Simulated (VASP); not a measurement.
# Ti4Ge (P-3m1) in VASP: notebook, part 2 of 2

VASP 6.6.1. Earlier steps stand in the parts before.

## (4) Single point, PBE, collinear spin

INCAR reads:

```
SYSTEM = Ti4Ge
ALGO = Normal
EDIFF = 1E-6
ENCUT = 520
GGA = PE
ISIF = 2
ISMEAR = 0
ISPIN = 2
LASPH = .True.
LCHARG = .True.
LELF = .True.
LMAXMIX = 4
LORBIT = 11
LREAL = .False.
LVHAR = .True.
LWAVE = .False.
MAGMOM = 1 1 1 1 0
NBANDS = 43
NELM = 150
PREC = Accurate
SIGMA = 0.1
```

KPOINTS reads:

```
k-points
0
Gamma
  6 6 2
  0 0 0
```

POSCAR reads:

```
Ti4Ge
1.0
    2.9723723118      0.0000000000      0.0000000000
   -1.4861861559      2.5741499315      0.0000000000
    0.0000000000      0.0000000000     11.2311809395
Ti Ge
4 1
Direct
    0.3333333333      0.6666666667      0.1932633547
    0.6666666667      0.3333333333      0.3934358000
    0.3333333333      0.6666666667      0.6065642000
    0.6666666667      0.3333333333      0.8067366453
    0.0000000000      0.0000000000      0.0000000000
```

Potentials or basis: VASP PAW PBE potentials, release 64 (Ti_sv, Ge_d).

Run with:

```bash
> cat potpaw_PBE.64/Ti_sv/POTCAR potpaw_PBE.64/Ge_d/POTCAR > POTCAR
> mpirun -np 1 vasp_std > vasp.out
```

OUTCAR:

```text
SYSTEM = Ti4Ge
   EDIFF = 1E-6
   ENCUT = 520
   GGA = PE
   ISIF = 2
   ISMEAR = 0
   ISPIN = 2
   LASPH = .True.
   LORBIT = 11
   LREAL = .False.
   NELM = 150
   PREC = Accurate

 ion  position               nearest neighbor table
   1  0.333  0.667  0.193-   5 2.77   5 2.77   5 2.77   2 2.83   2 2.83   2 2.83
   2  0.667  0.333  0.393-   1 2.83   1 2.83   1 2.83
   3  0.333  0.667  0.607-   4 2.83   4 2.83   4 2.83
   4  0.667  0.333  0.807-   5 2.77   5 2.77   5 2.77   3 2.83   3 2.83   3 2.83
   5  0.000  0.000  0.000-   1 2.77   4 2.77   1 2.77   4 2.77   4 2.77   1 2.77

  LATTYP: Found a hexagonal cell.
 ALAT       =     2.9723723118
 C/A-ratio  =     3.7785242767

  Lattice vectors:

 A1 = (   2.9723723118,   0.0000000000,   0.0000000000)
 A2 = (  -1.4861861559,   2.5741499315,   0.0000000000)
 A3 = (   0.0000000000,   0.0000000000,  11.2311809395)

Analysis of symmetry for initial positions (statically):
=====================================================================
 Subroutine PRICEL returns:
 Original cell was already a primitive cell.

 Routine SETGRP: Setting up the symmetry group for a
 hexagonal supercell.

 Subroutine GETGRP returns: Found 12 space group operations
 (whereof 12 operations were pure point group operations)
 out of a pool of 24 trial point group operations.

The static configuration has the point symmetry D_3d.

Analysis of symmetry for dynamics (positions and initial velocities):
=====================================================================
 Subroutine PRICEL returns:
 Original cell was already a primitive cell.

 Routine SETGRP: Setting up the symmetry group for a
 hexagonal supercell.

 Subroutine GETGRP returns: Found 12 space group operations
 (whereof 12 operations were pure point group operations)
 out of a pool of 24 trial point group operations.

The dynamic configuration has the point symmetry D_3d.

Analysis of structural, dynamic, and magnetic symmetry:
=====================================================================
[... 161 lines left out ...]
 Fermi energy:         8.3003454391

 spin component 1

 k-point     1 :       0.0000    0.0000    0.0000
  band No.  band energies     occupation
      1     -48.6107      1.00000
      2     -48.5922      1.00000
      3     -48.5285      1.00000
      4     -48.4949      1.00000
      5     -25.1404      1.00000
      6     -25.0224      1.00000
[... 633 lines left out ...]
     42      11.4125      0.00000
     43      11.4325      0.00000
 Fermi energy:         8.3003454391

 spin component 2

 k-point     1 :       0.0000    0.0000    0.0000
  band No.  band energies     occupation
      1     -48.6107      1.00000
      2     -48.5925      1.00000
      3     -48.5286      1.00000
      4     -48.4949      1.00000
      5     -25.1404      1.00000
      6     -25.0226      1.00000
[... 633 lines left out ...]
     42      11.4105      0.00000
     43      11.4324      0.00000

------------------------ aborting loop because EDIFF is reached ----------------------------------------

  FORCE on cell =-STRESS in cart. coord.  units (eV):
  Direction    XX          YY          ZZ          XY          YZ          ZX
  --------------------------------------------------------------------------------------
  -------------------------------------------------------------------------------------
  Total       -0.0823008     -0.0823008     -0.1963543      0.0000000      0.0000000     -0.0000000
  in kB       -1.5344480     -1.5344480     -3.6609048      0.0000000      0.0000000     -0.0000000
  external PRESSURE =      -2.2432670 kB  Pullay stress =       0.0000000 kB

 VOLUME and BASIS-vectors are now :
 -----------------------------------------------------------------------------
  energy-cutoff  :      520.00
  volume of cell :       85.93
      direct lattice vectors                 reciprocal lattice vectors
     2.972372312  0.000000000  0.000000000     0.336431609  0.194238880  0.000000000
    -1.486186156  2.574149932  0.000000000     0.000000000  0.388477760  0.000000000
     0.000000000  0.000000000 11.231180939     0.000000000  0.000000000  0.089037832

 POSITION                                       TOTAL-FORCE (eV/Angst)
 -----------------------------------------------------------------------------------
     -0.00000      1.71610      2.17058        -0.000000      0.000000      0.026345
      1.48619      0.85805      4.41875         0.000000     -0.000000      0.013112
     -0.00000      1.71610      6.81243        -0.000000      0.000000     -0.013112
      1.48619      0.85805      9.06061         0.000000     -0.000000     -0.026345
      0.00000      0.00000      0.00000        -0.000000      0.000000      0.000000
 -----------------------------------------------------------------------------------
    total drift:                                0.000000     -0.000000      0.000000

  FREE ENERGIE OF THE ION-ELECTRON SYSTEM (eV)
  ---------------------------------------------------
  free  energy   TOTEN  =       -36.4960313369 eV

  energy  without entropy=      -36.4692623069  energy(sigma->0) =      -36.48264682

 total charge

# of ion       s       p       d       tot
------------------------------------------
    1        2.224   6.122   1.897  10.244
    2        2.245   6.125   1.851  10.221
    3        2.245   6.125   1.851  10.221
    4        2.224   6.122   1.897  10.244
    5        1.165   1.190  10.028  12.383
--------------------------------------------------
tot         10.104  25.685  17.522  53.312

 magnetization (x)

# of ion       s       p       d       tot
------------------------------------------
    1       -0.000  -0.000  -0.000  -0.000
    2        0.000   0.000   0.000   0.000
    3        0.000   0.000   0.000   0.000
    4       -0.000  -0.000  -0.000  -0.000
    5        0.000  -0.000  -0.000  -0.000
--------------------------------------------------
tot          0.000   0.000  -0.000  -0.000
```

OSZICAR:

```text
N       E                     dE             d eps       ncg     rms          rms(c)
DAV:   1     0.796257590844E+03    0.79626E+03   -0.30134E+04  2713   0.259E+03
DAV:   2     0.914311103309E+02   -0.70483E+03   -0.68324E+03  2416   0.675E+02
DAV:   3    -0.236979728876E+02   -0.11513E+03   -0.10979E+03  3218   0.203E+02
[... 11 lines left out ...]
DAV:  15    -0.364960034405E+02   -0.70986E-04   -0.10353E-04  3469   0.681E-02    0.247E-02
DAV:  16    -0.364960213342E+02   -0.17894E-04   -0.26643E-05  3610   0.302E-02    0.138E-02
DAV:  17    -0.364960288700E+02   -0.75359E-05   -0.93951E-06  2994   0.228E-02    0.615E-03
DAV:  18    -0.364960311412E+02   -0.22712E-05   -0.36556E-06  2621   0.131E-02    0.374E-03
DAV:  19    -0.364960313369E+02   -0.19572E-06   -0.60844E-07  1648   0.548E-03
   1 F= -.36496031E+02 E0= -.36482647E+02  d E =-.267690E-01  mag=    -0.0004
```

Wall time 99 s (1 thread of AMD EPYC 9R45 (Zen 5), shared host); peak memory 0.25 GiB.

Results:

| Quantity | Value |
| --- | --- |
| Free energy | -36.4960 eV |
| Pressure | -0.2 GPa |
| Largest force | 0.026 eV/Å |
| Band gap on the k mesh | zero (filled and empty bands overlap) |
| Net moment | 0.00 μB per cell |
| Valence electrons inside the program's atomic spheres | Ti 10.24, 10.22 (each value once); Ge 12.38 |

Forces on the atoms (eV/Å):
```
Ti   0.000  0.000  0.026
Ti   0.000  0.000  0.013
Ti   0.000  0.000 -0.013
Ti   0.000  0.000 -0.026
Ge   0.000  0.000  0.000
```

Caveat: the k points lie up to 0.41 Å⁻¹ apart, too coarse for converged energies and pressures of a metal.

## (5) The runs side by side

| task | spin | cell | cutoff (eV) | gap on the mesh (eV) | pressure (GPa) | largest force (eV/Å) |
| --- | --- | --- | --- | --- | --- | --- |
| single point | off | a = 2.972, b = 2.972, c = 11.231 Å, angles 90.0, 90.0, 120.0°, 5 atoms, atomic positions A | 520 | none | -0.2 | 0.03 |
| relaxation of cell and atoms | off | relaxed from a = 3.040, b = 3.040, c = 11.368 Å, angles 90.0, 90.0, 120.0°, 5 atoms, atomic positions B | 600 | none | -0.1 | 0.02 |
| single point | collinear | a = 2.972, b = 2.972, c = 11.231 Å, angles 90.0, 90.0, 120.0°, 5 atoms, atomic positions A | 520 | none | -0.2 | 0.03 |

Alike in all rows: level PBE; potentials or basis VASP PAW PBE potentials, release 64 (Ti_sv, Ge_d); k mesh 6 × 6 × 2; smearing gaussian 0.1 eV.

Caveats: all runs use coarse meshes.

Absolute energies hang on the potentials; compare differences alone.
